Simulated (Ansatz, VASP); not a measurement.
**One calculation of Zr, two programs**

```xyz
2
Lattice="3.1832 0.0000 0.0000 -1.5916 2.7568 0.0000 0.0000 0.0000 5.1151" Properties=species:S:1:pos:R:3 pbc="T T T"
Zr    0.0000    1.8378    1.2788
Zr    1.5916    0.9189    3.8363
```

Alike in both runs: functional PBE; dispersion D3(BJ); k mesh 15 × 15 × 8; occupations gaussian, width 0.1 eV; no spin polarisation.

Ansatz relaxed the structure, and its values are those at the end. VASP's run is a single point on that final structure, the one shown.

|  | VASP | Ansatz |
| --- | --- | --- |
| version | VASP 6.6.1 | Ansatz 0.2.0 |
| potentials or method | VASP PAW PBE potentials, release 64 (Zr_sv), cutoff 520 eV | scalar-relativistic, plane waves, PAW |
| valence electrons in the cell | 24 | 24 |

```tsv
	VASP	Ansatz	Ansatz less VASP
gap on the k mesh at the Fermi level (eV)	none	none	-
pressure (GPa)	0.0	0.0	-0.02
```

A gap of «none» marks a metal or a gap that the smearing closes.
